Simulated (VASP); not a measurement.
# TiO2 (P4_2/mnm) in VASP: relaxation of cell and atoms with PBE

Aim: the relaxation of cell and atoms of TiO2 with PBE.

All numbers are computed with VASP 6.6.1; they aren't measurements. Logs are shortened: lines on timing, memory, paths and dates and some standing lists are left out, and cuts for length are marked.

### Step 1. The cell of the first run

Symmetry: P4_2/mnm, No. 136, tetragonal system. Conventional cell: a = 4.594 Å, b = 4.594 Å, c = 2.959 Å, α = 90.00°, β = 90.00°, γ = 90.00°. Ti (site symmetry mmm) has 6 O at 1.94 to 1.99 Å within 2.6 Å. Within 2.6 Å of O (site symmetry m2m) lie 3 Ti at 1.94 to 1.99 Å and 1 O at 2.52 Å.

### Step 2. Relaxation of cell and atoms, PBE, collinear spin

The input, INCAR:

```
SYSTEM = TiO2
ALGO = Normal ; EDIFF = 1E-6
EDIFFG = -0.04 ; ENCUT = 600
GGA = PE ; IBRION = 2
ISIF = 3 ; ISMEAR = 0
ISPIN = 2 ; LASPH = .True.
LCHARG = .False. ; LMAXMIX = 4
LORBIT = 11 ; LREAL = .False.
LWAVE = .False. ; MAGMOM = 1 1 0 0 0 0
NELM = 150 ; NSW = 90
PREC = Accurate ; SIGMA = 0.1
```

The input, KPOINTS:

```
k-points
0
Gamma
  4 4 6
  0 0 0
```

The input, POSCAR:

```
TiO2
1.0
    4.5939998600      0.0000000000      0.0000000000
    0.0000000000      4.5939998600      0.0000000000
    0.0000000000      0.0000000000      2.9590001100
Ti O
2 4
Direct
    0.0000000000      0.0000000000      0.0000000000
    0.5000000000      0.5000000000      0.5000000000
    0.3059999900      0.3059999900      0.0000000000
    0.1940000100      0.8059999900      0.5000000000
    0.6940000100      0.6940000100      0.0000000000
    0.8059999900      0.1940000100      0.5000000000
```

Potentials or basis: VASP PAW PBE potentials, release 64 (Ti_sv, O).

Run with:

```bash
cat potpaw_PBE.64/Ti_sv/POTCAR potpaw_PBE.64/O/POTCAR > POTCAR
mpirun -np 1 vasp_std > vasp.out
```

OUTCAR:

```text
SYSTEM = TiO2
   EDIFF = 1E-6
   EDIFFG = -0.04
   ENCUT = 600
   GGA = PE
   IBRION = 2
   ISIF = 3
   ISMEAR = 0
   ISPIN = 2
   LASPH = .True.
   LORBIT = 11
   LREAL = .False.
   NELM = 150
   NSW = 90
   PREC = Accurate

 ion  position               nearest neighbor table
   1  0.000  0.000  0.000-   4 1.94   6 1.94   4 1.94   6 1.94   5 1.99   3 1.99
   2  0.500  0.500  0.500-   3 1.94   5 1.94   3 1.94   5 1.94   4 1.99   6 1.99
   3  0.306  0.306  0.000-   2 1.94   2 1.94   1 1.99
   4  0.194  0.806  0.500-   1 1.94   1 1.94   2 1.99
   5  0.694  0.694  0.000-   2 1.94   2 1.94   1 1.99
   6  0.806  0.194  0.500-   1 1.94   1 1.94   2 1.99

  LATTYP: Found a simple tetragonal cell.
 ALAT       =     4.5939998600
 C/A-ratio  =     0.6441010449

  Lattice vectors:

 A1 = (   4.5939998600,   0.0000000000,   0.0000000000)
 A2 = (   0.0000000000,   4.5939998600,   0.0000000000)
 A3 = (   0.0000000000,   0.0000000000,   2.9590001100)

Analysis of symmetry for initial positions (statically):
=====================================================================
 Subroutine PRICEL returns:
 Original cell was already a primitive cell.

 Routine SETGRP: Setting up the symmetry group for a
 simple tetragonal supercell.

 Subroutine GETGRP returns: Found 16 space group operations
 (whereof  8 operations were pure point group operations)
 out of a pool of 16 trial point group operations.

The static configuration has the point symmetry D_2h.
 The point group associated with its full space group is D_4h.

Analysis of symmetry for dynamics (positions and initial velocities):
=====================================================================
 Subroutine PRICEL returns:
 Original cell was already a primitive cell.

 Routine SETGRP: Setting up the symmetry group for a
 simple tetragonal supercell.

 Subroutine GETGRP returns: Found 16 space group operations
 (whereof  8 operations were pure point group operations)
 out of a pool of 16 trial point group operations.

The dynamic configuration has the point symmetry D_2h.
 The point group associated with its full space group is D_4h.

Analysis of structural, dynamic, and magnetic symmetry:
=====================================================================
 Subroutine PRICEL returns:
 Original cell was already a primitive cell.

 Routine SETGRP: Setting up the symmetry group for a
 simple tetragonal supercell.

 Subroutine GETGRP returns: Found 16 space group operations
 (whereof  8 operations were pure point group operations)
 out of a pool of 16 trial point group operations.

[... 129 lines left out ...]
  volume/ion in A,a.u.               =      10.41        70.24
  Fermi-wavevector in a.u.,A,eV,Ry     =   1.499614  2.833860 30.597371  2.248843
  Thomas-Fermi vector in A             =   2.611221
   LORBIT       =     11    0 simple, 1 ext, 2 COOP (PROOUT), +10 PAW based schemes
   GGA     = PE    functional components
   LHFCALC =     F    Hartree Fock is set to
   AEXX    =    0.0000 exact exchange contribution
   IVDW    =     0    specifies the selected vdW correction
   LEPSILON=     F    determine dielectric tensor
   LRPA    =     F    only Hartree local field effects (RPA)
 conjugate gradient relaxation of ions
 spin polarized calculation
 Gauss-broadening in eV      SIGMA  =   0.10
  energy-cutoff  :      600.00
  volume of cell :       62.45
 maximum number of plane-waves:      2104
 NGX is ok and might be reduce to    40
   NGX = 19   NGY = 19   NGZ = 11

--------------------------------------- Ionic step        1  -------------------------------------------

 number of electron      47.9999988 magnetization       0.0000279

 number of electron      47.9999988 magnetization      -0.0000150

 Free energy of the ion-electron system (eV)
  ---------------------------------------------------
  ext. energy  EPLUGINS =         0.00000000
  ---------------------------------------------------
  free energy    TOTEN  =       -53.64789645 eV

  energy without entropy =      -53.64789645  energy(sigma->0) =      -53.64789645

------------------------ aborting loop because EDIFF is reached ----------------------------------------

  FORCE on cell =-STRESS in cart. coord.  units (eV):
  Direction    XX          YY          ZZ          XY          YZ          ZX
  --------------------------------------------------------------------------------------
  -------------------------------------------------------------------------------------
  Total        2.3430676      2.3430676      2.1617099     -0.0000000      0.0000000      0.0000000
  in kB       60.1130094     60.1130094     55.4601512     -0.0000000      0.0000000      0.0000000
  external PRESSURE =      58.5620567 kB  Pullay stress =       0.0000000 kB
[... 155 lines left out ...]
 number of electron      47.9999982 magnetization      -0.0000000

 number of electron      47.9999982 magnetization       0.0000000

 Free energy of the ion-electron system (eV)
  ---------------------------------------------------
  ext. energy  EPLUGINS =         0.00000000
  ---------------------------------------------------
  free energy    TOTEN  =       -53.67962587 eV

  energy without entropy =      -53.67962587  energy(sigma->0) =      -53.67962587

 E-fermi :   5.1828     XC(G=0): -11.2812

 val. band max:        4.5805065939   @ k =   0.0000   0.0000   0.0000
 cond. band min:       6.3999938051   @ k =   0.0000   0.0000   0.0000
 fundamental gap:      1.8194872112
 Fermi energy:         5.1828054737

 spin component 1

 k-point     1 :       0.0000    0.0000    0.0000
  band No.  band energies     occupation
      1     -52.4005      1.00000
      2     -52.3857      1.00000
      3     -28.6862      1.00000
      4     -28.6862      1.00000
      5     -28.5370      1.00000
      6     -28.5370      1.00000
[... 757 lines left out ...]
     28       7.7246      0.00000
     29       7.7246      0.00000
 Fermi energy:         5.1828054737

 spin component 2

 k-point     1 :       0.0000    0.0000    0.0000
  band No.  band energies     occupation
      1     -52.4005      1.00000
      2     -52.3857      1.00000
      3     -28.6862      1.00000
      4     -28.6862      1.00000
      5     -28.5370      1.00000
      6     -28.5370      1.00000
[... 790 lines left out ...]
  FREE ENERGIE OF THE ION-ELECTRON SYSTEM (eV)
  ---------------------------------------------------
  free  energy   TOTEN  =       -53.6796258691 eV

  energy  without entropy=      -53.6796258691  energy(sigma->0) =      -53.67962587

 reached required accuracy - stopping structural energy minimisation

 total charge

# of ion       s       p       d       tot
------------------------------------------
    1        2.216   6.286   1.692  10.193
    2        2.216   6.286   1.692  10.193
    3        1.568   3.491   0.000   5.059
    4        1.568   3.491   0.000   5.059
    5        1.568   3.491   0.000   5.059
    6        1.568   3.491   0.000   5.059
--------------------------------------------------
tot         10.704  26.536   3.384  40.623

 magnetization (x)

# of ion       s       p       d       tot
------------------------------------------
    1        0.000  -0.000  -0.000  -0.000
    2        0.000  -0.000  -0.000  -0.000
    3        0.000   0.000   0.000   0.000
    4        0.000   0.000   0.000   0.000
    5        0.000   0.000   0.000   0.000
    6        0.000   0.000   0.000   0.000
--------------------------------------------------
tot          0.000   0.000  -0.000   0.000
```

Run time: 3.2 min. Hardware: 1 thread of AMD EPYC 9R45 (Zen 5), shared host; peak memory 0.23 GiB.

Results:

```
Free energy                                           : -53.6796 eV
Relaxed volume                                        : 10.66 Å³/atom
Relaxed cell                                          : a = 4.640 Å, b = 4.640 Å, c = 2.971 Å, α = 90.00°, β = 90.00°, γ = 90.00°
Space group after relaxing (to 0.1 Å)                 : P4_2/mnm (No. 136)
Energy gained by relaxing                             : 5.3 meV/atom
Ionic steps                                           : 5
Pressure after relaxing                               : 0.1 GPa
Band gap on the k mesh                                : 1.82 eV
Net moment                                            : 0.00 μB per cell
Valence electrons inside the program's atomic spheres : Ti 10.19; O 5.06
```

The path:
| step | energy change (eV) | largest force (eV/Å) | pressure (GPa) | volume (Å³) |
| --- | --- | --- | --- | --- |
| 1 | 0.0000 | 0.2604 | 5.86 | 62.45 |
| 2 | 0.0166 | 0.2379 | -6.78 | 65.95 |
| 3 | -0.0300 | 0.0211 | -0.13 | 63.97 |
| 4 | -0.0300 | 0.0255 | -0.04 | 63.94 |
| 5 | -0.0317 | 0.0005 | 0.11 | 63.96 |

Final structure:
```cif
data_structure
_symmetry_space_group_name_H-M 'P 1'
_symmetry_Int_Tables_number 1
_cell_length_a 4.6401
_cell_length_b 4.6401
_cell_length_c 2.9709
_cell_angle_alpha 90.000
_cell_angle_beta 90.000
_cell_angle_gamma 90.000
_cell_volume 63.96
loop_
_atom_site_label
_atom_site_type_symbol
_atom_site_fract_x
_atom_site_fract_y
_atom_site_fract_z
_atom_site_occupancy
Ti1 Ti 0.00000 0.00000 0.00000 1
Ti2 Ti 0.50000 0.50000 0.50000 1
O1 O 0.30496 0.30496 0.00000 1
O2 O 0.19504 0.80496 0.50000 1
O3 O 0.69504 0.69504 0.00000 1
O4 O 0.80496 0.19504 0.50000 1
```

A k mesh can miss the band edges. PBE usually gives volumes a little too large and moduli too small.
